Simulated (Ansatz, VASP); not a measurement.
# NbTe2Mo3: VASP beside Ansatz

```
Nb Te Mo
1.0
     3.27734    0.00000    0.00000
     0.00000    3.27734    0.00000
     0.00000    0.00000   10.16169
Nb Te Mo
1 2 3
Direct
  0.00000 0.00000 0.00000
  0.50000 0.50000 0.82700
  0.50000 0.50000 0.17300
  0.00000 0.00000 0.34723
  0.50000 0.50000 0.50000
  0.00000 0.00000 0.65277
```

Alike in both runs: functional PBE; k mesh 5 × 5 × 2; occupations gaussian, width 0.2 eV; no spin polarisation.

Ansatz relaxed the structure, and its values are those at the end. VASP's run is a single point on that final structure, the one shown.

|  | VASP | Ansatz |
| --- | --- | --- |
| version | VASP 6.6.1 | Ansatz 0.2.0 |
| potentials or method | VASP PAW PBE potentials, release 64 (Nb_sv, Te, Mo_sv), cutoff 500 eV | scalar-relativistic, plane waves, PAW |
| valence electrons in the cell | 67 | 87 |

|  | VASP | Ansatz | Ansatz less VASP |
| --- | --- | --- | --- |
| gap on the k mesh at the Fermi level (eV) | none | none | - |
| pressure (GPa) | -0.1 | -0.1 | -0.04 |
| rms of the force components (eV/Å) | 0.025 | 0.026 | +0.0007 |

A gap of «none» marks a metal or a gap that the smearing closes. VASP's potentials hold 67 valence electrons a cell and Ansatz's 87, so a difference there can come from the potentials and not from the codes.

The k mesh is coarse, so the values compare programs but aren't converged. Neither program's run includes spin-orbit coupling.
